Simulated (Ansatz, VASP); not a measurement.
Two plane-wave programs on CdSe

```xyz
4
Lattice="4.5709 0.0000 0.0000 -2.2854 3.9585 0.0000 0.0000 0.0000 5.9131" Properties=species:S:1:pos:R:3 pbc="T T T"
Cd    0.0000    2.6390    0.0000
Cd    2.2854    1.3195    2.9566
Se    0.0000    2.6390    2.9566
Se    2.2854    1.3195    5.9131
```

Alike in both runs: task relaxation of cell and atoms; functional PBEsol; k mesh 12 × 12 × 8; occupations gaussian, width 0.01 eV; no spin polarisation.

|  | VASP | Ansatz |
| --- | --- | --- |
| version | VASP 6.6.1 | Ansatz 0.2.0 |
| potentials or method | VASP PAW PBE potentials, release 64 (Cd, Se), cutoff 500 eV | scalar-relativistic, plane waves, PAW |
| valence electrons in the cell | 36 | 72 |

|  | VASP | Ansatz | Ansatz less VASP |
| --- | --- | --- | --- |
| gap on the k mesh at the Fermi level, each at its own relaxed structure (eV) | 0.09 | 0.11 | +0.023 |
| relaxed volume (Å³/atom) | 26.92 | 26.75 | -0.176 |
| relaxed cell length with the largest relative difference (Å) | 4.582 | 4.571 | -0.0112 |

VASP's potentials were made for PBE, not for PBEsol. VASP's potentials hold 36 valence electrons a cell and Ansatz's 72, so a difference there can come from the potentials and not from the codes.
